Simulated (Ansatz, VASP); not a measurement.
## InSb in VASP and in Ansatz

```
In Sb
1.0
     5.33908    0.00000    0.00000
     0.00000    5.69290    0.00000
     0.00000    0.00000    3.05276
In Sb
2 2
Direct
  0.00000 0.00000 0.00000
  0.50000 0.50000 0.00000
  0.50000 0.00000 0.83500
  0.00000 0.50000 0.16500
```

Change from the starting cell: volume scaled by 0.99.

Alike in both runs: task single point; functional PBE; k mesh 6 × 6 × 11; occupations fermi-dirac, width 0.08 eV; no spin polarisation.

|  | VASP | Ansatz |
| --- | --- | --- |
| version | VASP 6.6.1 | Ansatz 0.2.0 |
| potentials or method | VASP PAW PBE potentials, release 64 (In_d, Sb), cutoff 520 eV | all-electron LAPW, scalar-relativistic |

```tsv
	VASP	Ansatz	Ansatz less VASP
pressure (GPa)	19.1	19.1	0.00
traceless stress, the component that is largest in VASP (GPa)	12.57	12.59	+0.023
rms of the force components (eV/Å)	0.342	0.342	+0.0001
```

Atom by atom the forces differ by 0.001 eV/Å (rms over components). Ansatz ran all-electron here, and VASP with PAW potentials.

Spin-orbit coupling is off throughout.
